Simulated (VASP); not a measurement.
# NaH (Fm-3m) in VASP: a series of runs

NaH is run at these levels: PBEsol; tasks: single point, relaxation of cell and atoms.

Everything below comes from runs of VASP 6.6.1. Logs are shortened: lines on timing, memory, paths and dates and some standing lists are left out, and cuts for length are marked.

### 1 The cell of the first run

It takes space group Fm-3m (No. 225, cubic). The conventional cell has a = 4.791 Å, b = 4.791 Å, c = 4.791 Å, α = 90.00°, β = 90.00°, γ = 90.00°. Na (site symmetry m-3m) has 6 H at 2.40 Å within 3.2 Å. Within 3.2 Å of H (site symmetry m-3m) lie 6 Na at 2.40 Å.

### 2 Single point, PBEsol

File INCAR:

```
  PREC = Accurate
  ENCUT = 500
  EDIFF = 1E-6
  ISMEAR = 0
  SIGMA = 0.01
  LREAL = False
  LASPH = True
  NELM = 120
  ALGO = Normal
  ISIF = 2
  LWAVE = False
  LCHARG = False
  GGA = PS
  NBANDS = 11
  GGA_COMPAT = False
```

File KPOINTS:

```
regular mesh
0
Gamma
  8 8 8
```

File POSCAR:

```
NaH
1.0
    0.0000000000      2.3956891057      2.3956891057
    2.3956891057      0.0000000000      2.3956891057
    2.3956891057      2.3956891057      0.0000000000
Na H
1 1
Direct
    0.0000000000      0.0000000000      0.0000000000
    0.5000000000      0.5000000000      0.5000000000
```

Potentials or basis: VASP PAW PBE potentials, release 64 (Na_pv, H).

Run with:

```bash
> cat potpaw_PBE.64/Na_pv/POTCAR potpaw_PBE.64/H/POTCAR > POTCAR
> mpirun -np 1 vasp_std > vasp.out
```

OUTCAR:

```text
PREC = Accurate
   ENCUT = 500
   EDIFF = 1E-6
   ISMEAR = 0
   LREAL = False
   LASPH = True
   NELM = 120
   ISIF = 2
   GGA = PS

 ion  position               nearest neighbor table
   1  0.000  0.000  0.000-
   2  0.500  0.500  0.500-

  LATTYP: Found a face centered cubic cell.
 ALAT       =     4.7913782114

  Lattice vectors:

 A1 = (   0.0000000000,   2.3956891057,   2.3956891057)
 A2 = (   2.3956891057,   0.0000000000,   2.3956891057)
 A3 = (   2.3956891057,   2.3956891057,   0.0000000000)

Analysis of symmetry for initial positions (statically):
=====================================================================
 Subroutine PRICEL returns:
 Original cell was already a primitive cell.

 Routine SETGRP: Setting up the symmetry group for a
 face centered cubic supercell.

 Subroutine GETGRP returns: Found 48 space group operations
 (whereof 48 operations were pure point group operations)
 out of a pool of 48 trial point group operations.

The static configuration has the point symmetry O_h .

Analysis of symmetry for dynamics (positions and initial velocities):
=====================================================================
 Subroutine PRICEL returns:
 Original cell was already a primitive cell.

 Routine SETGRP: Setting up the symmetry group for a
 face centered cubic supercell.

 Subroutine GETGRP returns: Found 48 space group operations
 (whereof 48 operations were pure point group operations)
 out of a pool of 48 trial point group operations.

The dynamic configuration has the point symmetry O_h .

 Subroutine INISYM returns: Found 48 space group operations
 (whereof 48 operations are pure point group operations),
 and found     1 'primitive' translations

----------------------------------------------------------------------------------------

                                     Primitive cell

  volume of cell :      27.4993

  direct lattice vectors                    reciprocal lattice vectors
     0.000000000  2.395689106  2.395689106    -0.208708216  0.208708216  0.208708216
     2.395689106  0.000000000  2.395689106     0.208708216 -0.208708216  0.208708216
     2.395689106  2.395689106  0.000000000     0.208708216  0.208708216 -0.208708216

  length of vectors
     3.388016025  3.388016025  3.388016025     0.361493235  0.361493235  0.361493235

  position of ions in fractional coordinates (direct lattice)
     0.000000000  0.000000000  0.000000000
     0.500000000  0.500000000  0.500000000

  ion indices of the primitive-cell ions
   primitive index   ion index
                 1           1
                 2           2

----------------------------------------------------------------------------------------

 KPOINTS: regular mesh

Automatic generation of k-mesh.
 Grid dimensions read from file:
 generate k-points for:    8    8    8

 Generating k-lattice:

  Cartesian coordinates                     Fractional coordinates (reciprocal lattice)
    -0.026088527  0.026088527  0.026088527     0.125000000  0.000000000  0.000000000
     0.026088527 -0.026088527  0.026088527     0.000000000  0.125000000  0.000000000
     0.026088527  0.026088527 -0.026088527     0.000000000  0.000000000  0.125000000

  Length of vectors
     0.045186654  0.045186654  0.045186654

  Shift w.r.t. Gamma in fractional coordinates (k-lattice)
     0.000000000  0.000000000  0.000000000

 Subroutine IBZKPT returns following result:
 ===========================================

 Found     29 irreducible k-points:

 Following reciprocal coordinates:
            Coordinates               Weight
  0.000000  0.000000  0.000000      1.000000
  0.125000  0.000000  0.000000      8.000000
  0.250000  0.000000  0.000000      8.000000
  0.375000  0.000000  0.000000      8.000000
  0.500000  0.000000  0.000000      4.000000
  0.125000  0.125000  0.000000      6.000000
[... 16 lines left out ...]
  0.500000  0.250000  0.125000     48.000000
 -0.375000  0.250000  0.125000     24.000000
 [... further k-points ...]
   k-points           NKPTS =     29   k-points in BZ     NKDIM =     29   number of bands    NBANDS=     11
   number of dos      NEDOS =    301   number of ions     NIONS =      2
   total plane-waves  NPLWV =  21952
   dimension x,y,z NGX =    28 NGY =   28 NGZ =   28
   dimension x,y,z NGXF=    56 NGYF=   56 NGZF=   56
   ions per type =               1   1
   NGX,Y,Z   is equivalent  to a cutoff of  13.74, 13.74, 13.74 a.u.
   NGXF,Y,Z  is equivalent  to a cutoff of  27.48, 27.48, 27.48 a.u.
 SYSTEM =  unknown system
   PREC   = accura    normal or accurate (medium, high low for compatibility)
   ISTART =      0    job   : 0-new  1-cont  2-samecut
   ICHARG =      2    charge: 1-file 2-atom 10-const
   ISPIN  =      1    spin polarized calculation?
   LNONCOLLINEAR =      F non collinear calculations
   LSORBIT =      F    spin-orbit coupling
   LASPH  =      T    aspherical Exc in radial PAW
   ENCUT  =  500.0 eV  36.75 Ry    6.06 a.u.   6.18  6.18  6.18*2*pi/ulx,y,z
   NELM   =    120;   NELMIN=  2; NELMDL= -5     # of ELM steps
   EDIFF  = 0.1E-05   stopping-criterion for ELM
   LREAL  =      F    real-space projection
   EDIFFG = 0.1E-04   stopping-criterion for IOM
   NSW    =      0    number of steps for IOM
   IBRION =     -1    ionic relax: 0-MD 1-quasi-New 2-CG
   NFREE  =      0    steps in history (QN), initial steepest desc. (CG)
   ISIF   =      2    stress and relaxation
   ISYM   =      2    0-nonsym 1-usesym 2-fastsym
   POTIM  = 0.5000    time-step for ionic-motion
   TEBEG  =    0.0;   TEEND  =   0.0 temperature during run
   PSTRESS=    0.0 pullay stress
   NELECT =       8.0000    total number of electrons
   NUPDOWN=      -1.0000    fix difference up-down
   EMIN   =  10.00;   EMAX   =-10.00  energy-range for DOS
   EFERMI =   0.00;   METHOD = LEGACY
   ISMEAR =     0;   SIGMA  =   0.01  broadening in eV -4-tet -1-fermi 0-gaus
   EFERMI_NEDOS =   21; number of points for ismear=-14 and -15
   IALGO  =     38    algorithm
   IMIX   =      4    mixing-type and parameters
     AMIX     =   0.40;   BMIX     =  1.00
     AMIX_MAG =   1.60;   BMIX_MAG =  1.00
  volume/ion in A,a.u.               =      13.75        92.79
  Fermi-wavevector in a.u.,A,eV,Ry     =   1.084753  2.049887 16.009840  1.176690
  Thomas-Fermi vector in A             =   2.220851
   LORBIT       =      0    0 simple, 1 ext, 2 COOP (PROOUT), +10 PAW based schemes
   GGA     = PS    functional components
   LHFCALC =     F    Hartree Fock is set to
   AEXX    =    0.0000 exact exchange contribution
   IVDW    =     0    specifies the selected vdW correction
   LEPSILON=     F    determine dielectric tensor
   LRPA    =     F    only Hartree local field effects (RPA)
 non-spin polarized calculation
 Gauss-broadening in eV      SIGMA  =   0.01
  energy-cutoff  :      500.00
  volume of cell :       27.50
 maximum number of plane-waves:       725
 NGX is ok and might be reduce to    28
   NGX = 13   NGY = 13   NGZ = 13

 number of electron       7.9999992 magnetization

 Free energy of the ion-electron system (eV)
  ---------------------------------------------------
  ext. energy  EPLUGINS =         0.00000000
  ---------------------------------------------------
  free energy    TOTEN  =        -5.08582529 eV

  energy without entropy =       -5.08582529  energy(sigma->0) =       -5.08582529

 E-fermi :  -0.9615     XC(G=0):  -7.9781

 val. band max:       -1.0111201274   @ k =  -0.2500   0.5000   0.2500
 cond. band min:       2.5929269325   @ k =   0.5000   0.0000   0.0000
 fundamental gap:      3.6040470599
 Fermi energy:        -0.9614764348

 k-point     1 :       0.0000    0.0000    0.0000
  band No.  band energies     occupation
      1     -22.9670      2.00000
      2     -22.9670      2.00000
      3     -22.9670      2.00000
      4      -4.8095      2.00000
      5       9.6294      0.00000
      6      14.5759      0.00000
      7      14.5759      0.00000
      8      14.5759      0.00000
      9      15.5877      0.00000
     10      15.5877      0.00000
     11      15.5877      0.00000

 k-point     2 :       0.1250    0.0000    0.0000
  band No.  band energies     occupation
      1     -22.9826      2.00000
      2     -22.9688      2.00000
      3     -22.9688      2.00000
      4      -4.5319      2.00000
      5       8.6808      0.00000
      6      11.9530      0.00000
      7      13.8011      0.00000
      8      13.8011      0.00000
      9      16.5229      0.00000
     10      16.5229      0.00000
     11      16.6360      0.00000

 k-point     3 :       0.2500    0.0000    0.0000
  band No.  band energies     occupation
      1     -23.0202      2.00000
      2     -22.9732      2.00000
      3     -22.9732      2.00000
      4      -3.7418      2.00000
      5       6.2185      0.00000
      6      10.5249      0.00000
      7      13.0090      0.00000
      8      13.0090      0.00000
      9      16.4964      0.00000
     10      16.4964      0.00000
     11      17.8920      0.00000

 k-point     4 :       0.3750    0.0000    0.0000
  band No.  band energies     occupation
      1     -23.0571      2.00000
      2     -22.9777      2.00000
      3     -22.9777      2.00000
      4      -2.6266      2.00000
      5       3.7665      0.00000
      6       9.9558      0.00000
      7      12.5323      0.00000
      8      12.5323      0.00000
      9      15.7442      0.00000
     10      15.7442      0.00000
     11      18.2090      0.00000
[... 239 lines left out ...]
 k-point    22 :       0.3750    0.2500    0.1250
  band No.  band energies     occupation
      1     -23.0287      2.00000
      2     -22.9915      2.00000
      3     -22.9792      2.00000
      4      -3.1030      2.00000
      5       5.8650      0.00000
      6       8.1085      0.00000
      7      11.2487      0.00000
      8      14.0877      0.00000
      9      14.5487      0.00000
     10      17.1619      0.00000
     11      19.8244      0.00000

 k-point    23 :       0.5000    0.2500    0.1250
  band No.  band energies     occupation
      1     -23.0479      2.00000
      2     -23.0023      2.00000
      3     -22.9848      2.00000
      4      -2.1134      2.00000
      5       4.2921      0.00000
      6       6.9635      0.00000
      7      10.3680      0.00000
      8      14.0680      0.00000
      9      15.3445      0.00000
     10      17.4209      0.00000
     11      19.6073      0.00000

 k-point    24 :      -0.3750    0.2500    0.1250
  band No.  band energies     occupation
      1     -23.0562      2.00000
      2     -23.0056      2.00000
      3     -22.9879      2.00000
      4      -1.5284      2.00000
      5       3.3852      0.00000
      6       6.7146      0.00000
      7      10.0082      0.00000
      8      14.0072      0.00000
      9      15.2193      0.00000
     10      18.4970      0.00000
     11      20.6442      0.00000

 [... further k-points ...]
[... 5 lines left out ...]
  --------------------------------------------------------------------------------------
  -------------------------------------------------------------------------------------
  Total       -0.0094978     -0.0094978     -0.0094978     -0.0000000     -0.0000000      0.0000000
  in kB       -0.5533636     -0.5533636     -0.5533636     -0.0000000     -0.0000000      0.0000000
  external PRESSURE =      -0.5533636 kB  Pullay stress =       0.0000000 kB

 VOLUME and BASIS-vectors are now :
 -----------------------------------------------------------------------------
  energy-cutoff  :      500.00
  volume of cell :       27.50
      direct lattice vectors                 reciprocal lattice vectors
     0.000000000  2.395689106  2.395689106    -0.208708216  0.208708216  0.208708216
     2.395689106  0.000000000  2.395689106     0.208708216 -0.208708216  0.208708216
     2.395689106  2.395689106  0.000000000     0.208708216  0.208708216 -0.208708216

 POSITION                                       TOTAL-FORCE (eV/Angst)
 -----------------------------------------------------------------------------------
      0.00000      0.00000      0.00000         0.000000     -0.000000      0.000000
      2.39569      2.39569      2.39569        -0.000000      0.000000     -0.000000
 -----------------------------------------------------------------------------------
    total drift:                               -0.000000     -0.000000     -0.000000

  FREE ENERGIE OF THE ION-ELECTRON SYSTEM (eV)
  ---------------------------------------------------
  free  energy   TOTEN  =        -5.0858252933 eV

  energy  without entropy=       -5.0858252933  energy(sigma->0) =       -5.08582529
```

Wall time 4.6 s (1 thread of Intel Xeon 8259CL, shared host); peak memory 0.15 GiB.

What came out:

```
Free energy            : -5.0858 eV
Pressure               : -0.1 GPa
Band gap on the k mesh : 3.60 eV (least direct gap 4.51 eV)
```

Levels at points of the mesh, in eV from the valence-band top:
| k point | band 2 | band 3 | band 4 | band 5 | band 6 | band 7 |
| --- | --- | --- | --- | --- | --- | --- |
| (0.00, 0.00, 0.00) | -21.96 | -21.96 | -3.80 | 10.64 | 15.59 | 15.59 |
| (0.50, 0.00, 0.00) | -21.97 | -21.97 | -0.91 | 3.60 | 10.80 | 13.39 |
| (0.50, 0.50, 0.00) | -21.99 | -21.99 | -0.19 | 4.46 | 9.87 | 10.66 |

Caveat: the PAW data sets were made with another functional, which shifts forces and pressure a little.

### 3 Relaxation of cell and atoms, PBEsol

This run uses another cell than the first one, of 14.53 Å³/atom.

File INCAR:

```
SYSTEM = NaH
  ALGO = Normal
  EDIFF = 1E-7
  EDIFFG = -0.01
  ENCUT = 500
  GGA = PS
  GGA_COMPAT = .False.
  IBRION = 2
  ISIF = 3
  ISMEAR = 0
  LASPH = .True.
  LCHARG = .False.
  LREAL = .False.
  LWAVE = .False.
  NELM = 120
  NELMIN = 4
  NSW = 80
  PREC = Accurate
  SIGMA = 0.01
```

File KPOINTS:

```
k-points
0
Gamma
  8 8 8
  0 0 0
```

File POSCAR:

```
NaH
1.0
    0.0000000000      2.4400000000      2.4400000000
    2.4400000000      0.0000000000      2.4400000000
    2.4400000000      2.4400000000      0.0000000000
Na H
1 1
Direct
    0.0000000000      0.0000000000      0.0000000000
    0.5000000000      0.5000000000      0.5000000000
```

Potentials or basis: VASP PAW PBE potentials, release 64 (Na_pv, H).

Run with:

```bash
> cat potpaw_PBE.64/Na_pv/POTCAR potpaw_PBE.64/H/POTCAR > POTCAR
> mpirun -np 1 vasp_std > vasp.out
```

It took 14 s on 1 thread of Intel Xeon 8259CL, shared host; peak memory 0.15 GiB.

The run converged. Its results:

```
Free energy                           : -5.0866 eV
Relaxed volume                        : 13.75 Å³/atom
Relaxed cell                          : a = 3.388 Å, b = 3.388 Å, c = 3.388 Å, α = 60.00°, β = 60.00°, γ = 60.00°
Space group after relaxing (to 0.1 Å) : Fm-3m (No. 225)
Energy gained by relaxing             : 3.1 meV/atom
Ionic steps                           : 4
Pressure after relaxing               : 0.0 GPa
Band gap on the k mesh                : 3.60 eV (least direct gap 4.51 eV)
```

Step by step:
```csv
step,energy change (eV),largest force (eV/Å),pressure (GPa),volume (Å³)
1,0.0000,0.0000,-1.24,29.05
2,-0.0031,0.0000,-0.89,28.58
3,-0.0062,0.0000,-0.15,27.67
4,-0.0062,0.0000,0.00,27.50
```

Final structure:
```
Na H
1.0
     0.00000    2.39560    2.39560
     2.39560    0.00000    2.39560
     2.39560    2.39560    0.00000
Na H
1 1
Direct
  0.00000 0.00000 0.00000
  0.50000 0.50000 0.50000
```

Levels at points of the mesh, in eV from the valence-band top:
```
           k point  band 1  band 2  band 3  band 4  band 5  band 6  band 7  band 8
(0.00, 0.00, 0.00)  -21.96  -21.96  -21.96   -3.80   10.64   15.59   15.59   15.59
(0.50, 0.00, 0.00)  -22.06  -21.97  -21.97   -0.91    3.60   10.81   13.39   13.39
(0.50, 0.50, 0.00)  -22.05  -21.99  -21.99   -0.19    4.46    9.87   10.66   10.66
```

Caveat: the PAW data sets were made with another functional, which shifts forces and pressure a little. Expect the measured gap to be larger: semilocal functionals such as PBEsol lack the derivative discontinuity.
